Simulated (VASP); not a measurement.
# Y (P6_3/mmc) in VASP: notebook

The runs below take Y through single point, with PBEsol.

All numbers are computed with VASP 6.6.1; they aren't measurements. Logs are shortened: lines on timing, memory, paths and dates and some standing lists are left out, and cuts for length are marked.

## Step 1: The cell of the first run

It takes space group P6_3/mmc (No. 194, hexagonal). Conventional cell: a = 3.598 Å, b = 3.598 Å, c = 5.610 Å, α = 90.00°, β = 90.00°, γ = 120.00°. Within 4.6 Å of Y (site symmetry -6m2) lie 12 Y at 3.49 to 3.60 Å.

## Step 2: Single point, PBEsol

Input file INCAR:

```
  PREC = Accurate
  ENCUT = 500
  EDIFF = 1E-6
  ISMEAR = -1
  SIGMA = 0.1
  LREAL = False
  LASPH = True
  NELM = 120
  ALGO = Normal
  ISIF = 2
  LWAVE = False
  LCHARG = True
  GGA = PS
  LELF = True
  LVHAR = True
  NBANDS = 18
  GGA_COMPAT = False
```

Input file KPOINTS:

```
regular mesh
0
Gamma
  7 7 4
```

Input file POSCAR:

```
Y
1.0
    3.5978116473      0.0000000000      0.0000000000
   -1.7989058236      3.1157962846      0.0000000000
    0.0000000000      0.0000000000      5.6098152326
Y
2
Direct
    0.3333333333      0.6666666667      0.2500000000
    0.6666666667      0.3333333333      0.7500000000
```

Potentials or basis: VASP PAW PBE potentials, release 64 (Y_sv).

Launch:

```sh
$ cat potpaw_PBE.64/Y_sv/POTCAR > POTCAR
$ mpirun -np 1 vasp_std > vasp.out
```

OUTCAR:

```text
PREC = Accurate
   ENCUT = 500
   EDIFF = 1E-6
   ISMEAR = -1
   LREAL = False
   LASPH = True
   NELM = 120
   ISIF = 2
   GGA = PS

 ion  position               nearest neighbor table
   1  0.333  0.667  0.250-   2 3.49   2 3.49   2 3.49   2 3.49   2 3.49   2 3.49
   2  0.667  0.333  0.750-   1 3.49   1 3.49   1 3.49   1 3.49   1 3.49   1 3.49

  LATTYP: Found a hexagonal cell.
 ALAT       =     3.5978116473
 C/A-ratio  =     1.5592298271

  Lattice vectors:

 A1 = (   3.5978116473,   0.0000000000,   0.0000000000)
 A2 = (  -1.7989058236,   3.1157962846,   0.0000000000)
 A3 = (   0.0000000000,   0.0000000000,   5.6098152326)

Analysis of symmetry for initial positions (statically):
=====================================================================
 Subroutine PRICEL returns:
 Original cell was already a primitive cell.

 Routine SETGRP: Setting up the symmetry group for a
 hexagonal supercell.

 Subroutine GETGRP returns: Found 24 space group operations
 (whereof 12 operations were pure point group operations)
 out of a pool of 24 trial point group operations.

The static configuration has the point symmetry D_3d.
 The point group associated with its full space group is D_6h.

Analysis of symmetry for dynamics (positions and initial velocities):
=====================================================================
 Subroutine PRICEL returns:
 Original cell was already a primitive cell.

 Routine SETGRP: Setting up the symmetry group for a
 hexagonal supercell.

 Subroutine GETGRP returns: Found 24 space group operations
 (whereof 12 operations were pure point group operations)
 out of a pool of 24 trial point group operations.

The dynamic configuration has the point symmetry D_3d.
 The point group associated with its full space group is D_6h.

 Subroutine INISYM returns: Found 24 space group operations
 (whereof 12 operations are pure point group operations),
 and found     1 'primitive' translations

----------------------------------------------------------------------------------------

                                     Primitive cell

  volume of cell :      62.8863

  direct lattice vectors                    reciprocal lattice vectors
     3.597811647  0.000000000  0.000000000     0.277946735  0.160472622  0.000000000
    -1.798905824  3.115796285  0.000000000     0.000000000  0.320945244  0.000000000
     0.000000000  0.000000000  5.609815233     0.000000000  0.000000000  0.178258990

  length of vectors
     3.597811647  3.597811647  5.609815233     0.320945244  0.320945244  0.178258990

  position of ions in fractional coordinates (direct lattice)
     0.333333333  0.666666667  0.250000000
     0.666666667  0.333333333  0.750000000

  ion indices of the primitive-cell ions
   primitive index   ion index
                 1           1
                 2           2

----------------------------------------------------------------------------------------

 KPOINTS: regular mesh

Automatic generation of k-mesh.
 Grid dimensions read from file:
 generate k-points for:    7    7    4

 Generating k-lattice:

  Cartesian coordinates                     Fractional coordinates (reciprocal lattice)
     0.039706676  0.022924660  0.000000000     0.142857143  0.000000000  0.000000000
     0.000000000  0.045849321  0.000000000     0.000000000  0.142857143  0.000000000
     0.000000000  0.000000000  0.044564748     0.000000000  0.000000000  0.250000000

  Length of vectors
     0.045849321  0.045849321  0.044564748

  Shift w.r.t. Gamma in fractional coordinates (k-lattice)
     0.000000000  0.000000000  0.000000000

 Subroutine IBZKPT returns following result:
 ===========================================

 Found     24 irreducible k-points:

 Following reciprocal coordinates:
            Coordinates               Weight
  0.000000  0.000000  0.000000      1.000000
  0.142857  0.000000  0.000000      6.000000
  0.285714  0.000000  0.000000      6.000000
  0.428571 -0.000000  0.000000      6.000000
  0.142857  0.142857  0.000000      6.000000
  0.285714  0.142857  0.000000     12.000000
[... 16 lines left out ...]
  0.428571  0.142857  0.500000      6.000000
  0.285714  0.285714  0.500000      6.000000
   k-points           NKPTS =     24   k-points in BZ     NKDIM =     24   number of bands    NBANDS=     18
   number of dos      NEDOS =    301   number of ions     NIONS =      2
   total plane-waves  NPLWV =  32928
   dimension x,y,z NGX =    28 NGY =   28 NGZ =   42
   dimension x,y,z NGXF=    56 NGYF=   56 NGZF=   84
   ions per type =               2
   NGX,Y,Z   is equivalent  to a cutoff of  12.94, 12.94, 12.45 a.u.
   NGXF,Y,Z  is equivalent  to a cutoff of  25.88, 25.88, 24.89 a.u.
 SYSTEM =  unknown system
   PREC   = accura    normal or accurate (medium, high low for compatibility)
   ISTART =      0    job   : 0-new  1-cont  2-samecut
   ICHARG =      2    charge: 1-file 2-atom 10-const
   ISPIN  =      1    spin polarized calculation?
   LNONCOLLINEAR =      F non collinear calculations
   LSORBIT =      F    spin-orbit coupling
   LASPH  =      T    aspherical Exc in radial PAW
   ENCUT  =  500.0 eV  36.75 Ry    6.06 a.u.   6.56  6.56 10.23*2*pi/ulx,y,z
   NELM   =    120;   NELMIN=  2; NELMDL= -5     # of ELM steps
   EDIFF  = 0.1E-05   stopping-criterion for ELM
   LREAL  =      F    real-space projection
   EDIFFG = 0.1E-04   stopping-criterion for IOM
   NSW    =      0    number of steps for IOM
   IBRION =     -1    ionic relax: 0-MD 1-quasi-New 2-CG
   NFREE  =      0    steps in history (QN), initial steepest desc. (CG)
   ISIF   =      2    stress and relaxation
   ISYM   =      2    0-nonsym 1-usesym 2-fastsym
   POTIM  = 0.5000    time-step for ionic-motion
   TEBEG  =    0.0;   TEEND  =   0.0 temperature during run
   PSTRESS=    0.0 pullay stress
   NELECT =      22.0000    total number of electrons
   NUPDOWN=      -1.0000    fix difference up-down
   EMIN   =  10.00;   EMAX   =-10.00  energy-range for DOS
   EFERMI =   0.00;   METHOD = LEGACY
   ISMEAR =    -1;   SIGMA  =   0.10  broadening in eV -4-tet -1-fermi 0-gaus
   EFERMI_NEDOS =   21; number of points for ismear=-14 and -15
   IALGO  =     38    algorithm
   IMIX   =      4    mixing-type and parameters
     AMIX     =   0.40;   BMIX     =  1.00
     AMIX_MAG =   1.60;   BMIX_MAG =  1.00
  volume/ion in A,a.u.               =      31.44       212.19
  Fermi-wavevector in a.u.,A,eV,Ry     =   1.153534  2.179863 18.104464  1.330641
  Thomas-Fermi vector in A             =   2.290177
   LORBIT       =      0    0 simple, 1 ext, 2 COOP (PROOUT), +10 PAW based schemes
   GGA     = PS    functional components
   LHFCALC =     F    Hartree Fock is set to
   AEXX    =    0.0000 exact exchange contribution
   IVDW    =     0    specifies the selected vdW correction
   LEPSILON=     F    determine dielectric tensor
   LRPA    =     F    only Hartree local field effects (RPA)
 non-spin polarized calculation
  energy-cutoff  :      500.00
  volume of cell :       62.89
 maximum number of plane-waves:      1641
 NGX is ok and might be reduce to    28
   NGX = 13   NGY = 13   NGZ = 21

 number of electron      22.0000002 magnetization

 Free energy of the ion-electron system (eV)
  ---------------------------------------------------
  ext. energy  EPLUGINS =         0.00000000
  ---------------------------------------------------
  free energy    TOTEN  =       -13.70265334 eV

  energy without entropy =      -13.58866933  energy(sigma->0) =      -13.64566134

 E-fermi :   3.1020     XC(G=0):  -9.7055

 val. band max:        3.0882837008   @ k =   0.4286  -0.0000   0.0000
 cond. band min:       3.1023070848   @ k =   0.1429   0.1429   0.0000
 fundamental gap:      0.0140233840
 Fermi energy:         3.1020356171

 k-point     1 :       0.0000    0.0000    0.0000
  band No.  band energies     occupation
      1     -39.3959      2.00000
      2     -39.3042      2.00000
      3     -19.7565      2.00000
      4     -19.2007      2.00000
      5     -19.2007      2.00000
      6     -19.0941      2.00000
[... 10 lines left out ...]
     17       5.9318      0.00000
     18       5.9318      0.00000

 k-point     2 :       0.1429    0.0000    0.0000
  band No.  band energies     occupation
      1     -39.3840      2.00000
      2     -39.3004      2.00000
      3     -19.7151      2.00000
      4     -19.2818      2.00000
      5     -19.2282      2.00000
      6     -19.1786      2.00000
[... 10 lines left out ...]
     17       5.7953      0.00000
     18       5.9075      0.00000

 k-point     3 :       0.2857    0.0000    0.0000
  band No.  band energies     occupation
      1     -39.3555      2.00000
      2     -39.2936      2.00000
      3     -19.6074      2.00000
      4     -19.4652      2.00000
      5     -19.3572      2.00000
      6     -19.2859      2.00000
[... 10 lines left out ...]
     17       6.7253      0.00000
     18       6.9781      0.00000

 k-point     4 :       0.4286   -0.0000    0.0000
  band No.  band energies     occupation
      1     -39.3282      2.00000
      2     -39.2925      2.00000
      3     -19.6121      2.00000
      4     -19.4911      2.00000
      5     -19.4869      2.00000
      6     -19.3297      2.00000
[... 375 lines left out ...]
      4     -19.6159      2.00000
      5     -19.3034      2.00000
      6     -19.3034      2.00000
[... 10 lines left out ...]
     17       7.9693      0.00000
     18       7.9693      0.00000

 k-point    23 :       0.4286    0.1429    0.5000
  band No.  band energies     occupation
      1     -39.3064      2.00000
      2     -39.3064      2.00000
      3     -19.6650      2.00000
      4     -19.6650      2.00000
      5     -19.3327      2.00000
      6     -19.3327      2.00000
[... 10 lines left out ...]
     17       8.1514      0.00000
     18       8.1514      0.00000

 k-point    24 :       0.2857    0.2857    0.5000
  band No.  band energies     occupation
      1     -39.3046      2.00000
      2     -39.3046      2.00000
      3     -19.6220      2.00000
      4     -19.6220      2.00000
      5     -19.4110      2.00000
      6     -19.4110      2.00000
[... 10 lines left out ...]
     17       7.9910      0.00000
     18       7.9910      0.00000

------------------------ aborting loop because EDIFF is reached ----------------------------------------

  FORCE on cell =-STRESS in cart. coord.  units (eV):
  Direction    XX          YY          ZZ          XY          YZ          ZX
  --------------------------------------------------------------------------------------
  -------------------------------------------------------------------------------------
  Total       -0.0519334     -0.0519334     -0.0498049     -0.0000000     -0.0000000      0.0000000
  in kB       -1.3231270     -1.3231270     -1.2688965     -0.0000000     -0.0000000      0.0000000
  external PRESSURE =      -1.3050501 kB  Pullay stress =       0.0000000 kB

 VOLUME and BASIS-vectors are now :
 -----------------------------------------------------------------------------
  energy-cutoff  :      500.00
  volume of cell :       62.89
      direct lattice vectors                 reciprocal lattice vectors
     3.597811647  0.000000000  0.000000000     0.277946735  0.160472622  0.000000000
    -1.798905824  3.115796285  0.000000000     0.000000000  0.320945244  0.000000000
     0.000000000  0.000000000  5.609815233     0.000000000  0.000000000  0.178258990

 POSITION                                       TOTAL-FORCE (eV/Angst)
 -----------------------------------------------------------------------------------
     -0.00000      2.07720      1.40245        -0.000000      0.000000      0.000000
      1.79891      1.03860      4.20736         0.000000     -0.000000      0.000000
 -----------------------------------------------------------------------------------
    total drift:                               -0.000000      0.000000     -0.000000

  FREE ENERGIE OF THE ION-ELECTRON SYSTEM (eV)
  ---------------------------------------------------
  free  energy   TOTEN  =       -13.7026533396 eV

  energy  without entropy=      -13.5886693337  energy(sigma->0) =      -13.64566134
```

It took 28 s on 1 thread of Intel Xeon Platinum 8259CL at 2.50GHz (Skylake/Cascade Lake), shared host; peak memory 0.19 GiB.

What came out:

| Quantity | Value |
| --- | --- |
| Free energy | -13.7027 eV |
| Pressure | -0.1 GPa |
| Band gap on the k mesh | zero (bands 11 and 12 overlap by 1.53 eV) |

Caveat: the PAW data sets were made with another functional, which shifts forces and pressure a little.

## Step 3: Single point, PBEsol

Input file INCAR:

```
SYSTEM = Y
ALGO     = Normal         ! electronic algorithm
EDIFF    = 1E-6           ! SCF threshold, eV
ENCUT    = 500            ! plane-wave cutoff, eV
GGA      = PS             ! functional
GGA_COMPAT= .False.      
ISIF     = 2              ! what is computed and relaxed
ISMEAR   = -1             ! smearing method
LASPH    = .True.         ! aspherical terms in the spheres
LCHARG   = .False.        ! write CHGCAR
LREAL    = .False.        ! projectors in reciprocal space
LWAVE    = .False.        ! write WAVECAR
NBANDS   = 18             ! bands
NELM     = 120            ! most SCF steps
PREC     = Accurate       ! precision mode
SIGMA    = 0.1            ! smearing width, eV
```

Input file KPOINTS:

```
k-points
0
Gamma
  7 7 4
  0 0 0
```

POSCAR is that of step 2.

Potentials or basis: VASP PAW PBE potentials, release 64 (Y_sv).

Launch:

```sh
$ cat potpaw_PBE.64/Y_sv/POTCAR > POTCAR
$ mpirun -np 1 vasp_std > vasp.out
```

Run time: 29 s. Hardware: 1 thread of Intel Xeon Platinum 8259CL at 2.50GHz (Skylake/Cascade Lake), shared host; peak memory 0.19 GiB.

Results (log left out):

| Property | Result |
| --- | --- |
| Free energy | -13.7027 eV |
| Pressure | -0.1 GPa |
| Band gap on the k mesh | zero (bands 11 and 12 overlap by 1.53 eV) |

Levels at points of the mesh, in eV from the Fermi level:
```tsv
k point	band 7	band 8	band 9	band 10	band 11	band 12	band 13	band 14
(0.00, 0.00, 0.00)	-22.20	-22.15	-4.78	-1.94	1.08	1.76	1.76	2.13
(0.00, 0.00, 0.50)	-22.25	-22.25	-3.27	-3.27	0.98	0.98	1.67	1.67
```

Caveat: the PAW data sets were made with another functional, which shifts forces and pressure a little.

## Step 4: Single point, PBEsol

This run uses another cell than the first one, of 30.97 Å³/atom.

Changes to INCAR since step 3:

```diff
@@ -9,4 +9,6 @@
 LASPH    = .True.         ! aspherical terms in the spheres
-LCHARG   = .False.        ! write CHGCAR
+LCHARG   = .True.         ! write CHGCAR
+LELF     = .True.         ! ELF
 LREAL    = .False.        ! projectors in reciprocal space
+LVHAR    = .True.       
 LWAVE    = .False.        ! write WAVECAR
```

KPOINTS is that of step 3.

Input file POSCAR:

```
Y
1.0
    3.5797318866      0.0000000000      0.0000000000
   -1.7898659433      3.1001387526      0.0000000000
    0.0000000000      0.0000000000      5.5816247305
Y
2
Direct
    0.3333333333      0.6666666667      0.2500000000
    0.6666666667      0.3333333333      0.7500000000
```

Launch:

```sh
$ cat potpaw_PBE.64/Y_sv/POTCAR > POTCAR
$ mpirun -np 1 vasp_std > vasp.out
```

It took 32 s on 1 thread of Intel Xeon Platinum 8259CL at 2.50GHz (Skylake/Cascade Lake), shared host; peak memory 0.19 GiB.

Results (log left out):

* Free energy: -13.7014 eV
* Pressure: 0.5 GPa
* Band gap on the k mesh: zero (bands 11 and 12 overlap by 1.59 eV)

Levels at points of the mesh, in eV from the Fermi level:
```csv
k point,band 7,band 8,band 9,band 10,band 11,band 12,band 13,band 14
"(0.00, 0.00, 0.00)",-22.15,-22.11,-4.80,-1.96,1.13,1.77,1.77,2.15
"(0.00, 0.00, 0.50)",-22.21,-22.21,-3.27,-3.27,0.99,0.99,1.68,1.68
```

Caveat: the PAW data sets were made with another functional, which shifts forces and pressure a little.

## Step 5: Single point, PBEsol

This run uses another cell than the first one, of 31.91 Å³/atom.

Input file INCAR:

```
PREC = Accurate
ENCUT = 500
EDIFF = 1E-6
ISMEAR = -1
SIGMA = 0.1
LREAL = F
LASPH = T
NELM = 120
ALGO = Normal
ISIF = 2
LWAVE = F
LCHARG = F
GGA = PS
NBANDS = 18
GGA_COMPAT = F
```

Input file KPOINTS:

```
regular mesh
0
Gamma
  7 7 4
```

Input file POSCAR:

```
Y
1.0
    3.6157115024      0.0000000000      0.0000000000
   -1.8078557512      3.1312980138      0.0000000000
    0.0000000000      0.0000000000      5.6377252205
Y
2
Direct
    0.3333333333      0.6666666667      0.2500000000
    0.6666666667      0.3333333333      0.7500000000
```

Launch:

```sh
$ cat potpaw_PBE.64/Y_sv/POTCAR > POTCAR
$ mpirun -np 1 vasp_std > vasp.out
```

Run time: 30 s. Hardware: 1 thread of Intel Xeon Platinum 8259CL at 2.50GHz (Skylake/Cascade Lake), shared host; peak memory 0.19 GiB.

It converged, with:

| Property | Result |
| --- | --- |
| Free energy | -13.7002 eV |
| Pressure | -0.7 GPa |
| Band gap on the k mesh | zero (bands 11 and 12 overlap by 1.49 eV) |

Levels at points of the mesh, in eV from the Fermi level:
| k point | band 6 | band 7 | band 8 | band 9 | band 10 | band 11 | band 12 | band 13 | band 14 | band 15 |
| --- | --- | --- | --- | --- | --- | --- | --- | --- | --- | --- |
| (0.00, 0.00, 0.00) | -22.24 | -22.24 | -22.20 | -4.75 | -1.91 | 1.03 | 1.75 | 1.75 | 2.12 | 2.39 |
| (0.00, 0.00, 0.50) | -22.29 | -22.29 | -22.29 | -3.26 | -3.26 | 0.98 | 0.98 | 1.66 | 1.66 | 1.66 |

Caveat: the PAW data sets were made with another functional, which shifts forces and pressure a little.

## Step 6: Summary

```tsv
cell	gap on the mesh (eV)	pressure (GPa)
a = 3.598, b = 3.598, c = 5.610 Å, angles 90.0, 90.0, 120.0°, 2 atoms	none	-0.1
a = 3.580, b = 3.580, c = 5.582 Å, angles 90.0, 90.0, 120.0°, 2 atoms	none	0.5
a = 3.616, b = 3.616, c = 5.638 Å, angles 90.0, 90.0, 120.0°, 2 atoms	none	-0.7
```

Alike in all rows: task single point; level PBEsol; potentials or basis VASP PAW PBE potentials, release 64 (Y_sv); no spin polarisation; k mesh 7 × 7 × 4; cutoff (eV) 500; smearing fermi-dirac 0.1 eV.

Caveats: the PAW data sets were made with another functional, which shifts forces and pressure a little.

Absolute energies hang on the potentials; compare differences alone.
